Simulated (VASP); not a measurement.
Here is a VASP 6.6.1 calculation.

INCAR

```
SYSTEM = SnSe2
PREC = Accurate
ENCUT = 520
EDIFF = 1E-7
ISMEAR = 0
SIGMA = 0.05
LREAL = .FALSE.
LASPH = .TRUE.
NELM = 80
ALGO = Normal
ISIF = 2
LWAVE = .FALSE.
LCHARG = .FALSE.
LDIPOL = .TRUE.
IDIPOL = 3
DIPOL = 0.5 0.5 0.500
GGA = PS
NBANDS = 35
```

KPOINTS

```
regular mesh
0
G
  9 9 1
  0 0 0
```

The input POSCAR:

```
SnSe2
1.0
    3.8189235629      0.0000000000      0.0000000000
   -1.9094617815      3.3072848206      0.0000000000
    0.0000000000      0.0000000000     24.3175659239
Se Sn
4 2
Direct
    0.6666666667      0.3333333333      0.3084190261
    0.3333333333      0.6666666667      0.4388594998
    0.6666666667      0.3333333333      0.5611405002
    0.3333333333      0.6666666667      0.6915809739
    0.0000000000      0.0000000000      0.3736392630
    0.0000000000      0.0000000000      0.6263607370
```

Potentials or basis: VASP PAW PBE potentials, release 64 (Se, Sn_d).

The run is started by

```console
$ cat potpaw_PBE.64/Se/POTCAR potpaw_PBE.64/Sn_d/POTCAR > POTCAR
$ mpirun -np 1 vasp_std > vasp.out
```

**Question.** What does it give for the largest force?

**Answer.** 0.039 eV/Å.

**Question.** What does it give for the band gap on the k mesh?

**Answer.** 0.68 eV, indirect (least direct gap 0.96 eV).

Forces in eV/Å, atoms in the order of the input:
```
Se   0.000  0.000  0.025
Se   0.000  0.000  0.025
Se   0.000  0.000 -0.025
Se   0.000  0.000 -0.025
Sn   0.000  0.000 -0.039
Sn   0.000  0.000  0.039
```

Caveat: the PAW data sets were made with another functional, which shifts forces and pressure a little; spin-orbit coupling is left out, which moves the levels of the heavy elements.
